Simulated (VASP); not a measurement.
Crystal: NaF.

```
Na F
1.0
     0.00000    2.32000    2.32000
     2.32000    0.00000    2.32000
     2.32000    2.32000    0.00000
Na F
1 1
Direct
  0.00000 0.00000 0.00000
  0.50000 0.50000 0.50000
```

Base run:

| Property | Result |
| --- | --- |
| Program | VASP 6.6.1 |
| Functional | HSE06 |
| Potentials or basis | VASP PAW PBE potentials, release 64 (Na_pv, F) |
| Cutoff | 520 eV |
| k mesh | 6 × 6 × 6 |
| Occupations | gaussian, width 0.01 eV |
| Spin | no spin polarisation |

Its results: band gap on the k mesh 8.43 eV; pressure 0.0 GPa.

Problem. The run is repeated on the same cell with these changes: functional from HSE06 to PBE0. What comes out?

Solution. Band gap on the k mesh 9.20 eV; pressure 0.0 GPa.

Caveats: the PAW data sets were made with another functional, which shifts forces and pressure a little.

